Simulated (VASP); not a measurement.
Input of a VASP 6.6.1 run:

POSCAR

```
NiO
1.0
    0.0000000000      2.0894061025      2.0894061025
    2.0894061025      0.0000000000      2.0894061025
    2.0894061025      2.0894061025      0.0000000000
Ni O
1 1
Direct
    0.0000000000      0.0000000000      0.0000000000
    0.5000000000      0.5000000000      0.5000000000
```

Contents of INCAR.step1:

```
PREC     = Accurate       # precision mode
ENCUT    = 660            # plane-wave cutoff, eV
ISMEAR   = -1             # smearing method
SIGMA    = 0.05           # smearing width, eV
LREAL    = F              # projectors in reciprocal space
LASPH    = T              # aspherical terms in the spheres
NELM     = 200            # most SCF steps
ISPIN    = 2              # spin polarisation
MAGMOM   = 1 0            # initial moments
LMAXMIX  = 4              # l up to which the mixer works
NBANDS   = 23             # bands
GGA      = PE             # functional
ALGO     = Normal         # electronic algorithm
EDIFF    = 1E-5           # SCF threshold, eV
LWAVE    = T              # write WAVECAR
LCHARG   = F              # write CHGCAR
GGA_COMPAT= F
```

INCAR.step2

```
PREC     = Accurate       # precision mode
ENCUT    = 660            # plane-wave cutoff, eV
EDIFF    = 1E-6           # SCF threshold, eV
ISMEAR   = -1             # smearing method
SIGMA    = 0.05           # smearing width, eV
LREAL    = F              # projectors in reciprocal space
LASPH    = T              # aspherical terms in the spheres
NELM     = 200            # most SCF steps
ALGO     = Normal         # electronic algorithm
ISIF     = 2              # what is computed and relaxed
LWAVE    = F              # write WAVECAR
LCHARG   = F              # write CHGCAR
ISPIN    = 2              # spin polarisation
MAGMOM   = 1 0            # initial moments
LORBIT   = 11             # projections on sites
LMAXMIX  = 4              # l up to which the mixer works
METAGGA  = R2SCAN         # meta-GGA
LMIXTAU  = T            
IVDW     = 13             # dispersion correction
VDW_S6   = 1.0          
VDW_S8   = 0.6018749    
VDW_A1   = 0.51559235   
VDW_A2   = 5.77342911   
NBANDS   = 23             # bands
ISTART   = 1            
GGA_COMPAT= F
```

KPOINTS

```
Automatic mesh
0
Gamma
  11 11 11
```

Potentials or basis: VASP PAW PBE potentials, release 64 (Ni_sv_GW, O).

The run is started by

```bash
$ cat potpaw_PBE.64/Ni_sv_GW/POTCAR potpaw_PBE.64/O/POTCAR > POTCAR
$ cp INCAR.step1 INCAR
$ mpirun -np 1 vasp_std > vasp.out
$ cp INCAR.step2 INCAR
$ mpirun -np 1 vasp_std > vasp.out
```

Problem. Predict the net moment.

Solution. 2.00 μB per cell.

Problem. Estimate the pressure.

Solution. -1.9 GPa.

Problem. Estimate the dispersion energy per atom.

Solution. -0.117 eV.

Problem. Predict the band gap on the k mesh.

Solution. 0.86 eV (least direct gap 1.81 eV).

Caveat: the PAW data sets were made with another functional, which shifts forces and pressure a little; an odd mesh through Γ misses points on the zone boundary, where band edges can lie; a cell with one magnetic atom can't hold antiferromagnetic order, which such compounds often take. r2SCAN opens gaps a little over a GGA but as a rule still falls short of measured ones.
